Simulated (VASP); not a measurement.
Crystal: SiO2.

```
Si O
1.0
     4.23317    0.00000    0.00000
     0.00000    4.23317    0.00000
     0.00000    0.00000    2.69349
Si O
2 4
Direct
  0.50000 0.50000 0.50000
  0.00000 0.00000 0.00000
  0.69316 0.69316 0.00000
  0.19316 0.80684 0.50000
  0.30684 0.30684 0.00000
  0.80684 0.19316 0.50000
```

- Program: VASP 6.6.1
- Task: relaxation of cell and atoms
- Functional: PBEsol
- Potentials or basis: VASP PAW PBE potentials, release 64 (Si, O)
- Cutoff: 600 eV
- k mesh: 6 × 6 × 8
- Occupations: gaussian, width 0.02 eV
- Spin: no spin polarisation

At the start: pressure -6.4 GPa; volume 8.04 Å³/atom.

Question: Where does the relaxation end?

Answer: Over 7 steps the energy falls by 3.9 meV/atom and the volume is 7.86 Å³/atom (-2.3 %); space group P4_2/mnm (No. 136, to 0.05 Å).

The path:
```tsv
step	energy change (eV)	largest force (eV/Å)	pressure (GPa)	volume (Å³)
1	0.0000	0.0045	-6.37	48.27
2	0.0108	0.3451	8.56	46.07
3	-0.0204	0.1476	-0.03	47.26
4	-0.0230	0.0183	0.01	47.14
5	-0.0230	0.0252	0.02	47.14
6	-0.0232	0.0039	0.00	47.13
7	-0.0232	0.0008	0.00	47.13
```

Final structure:
```xyz
6
Lattice="4.1917 0.0000 0.0000 0.0000 4.1917 0.0000 0.0000 0.0000 2.6825" Properties=species:S:1:pos:R:3 pbc="T T T"
Si    2.0959    2.0959    1.3413
Si    0.0000    0.0000    0.0000
O     2.9098    2.9098    0.0000
O     0.8140    3.3778    1.3413
O     1.2819    1.2819    0.0000
O     3.3778    0.8140    1.3413
```

Caveat: the PAW data sets were made with another functional, which shifts forces and pressure a little.
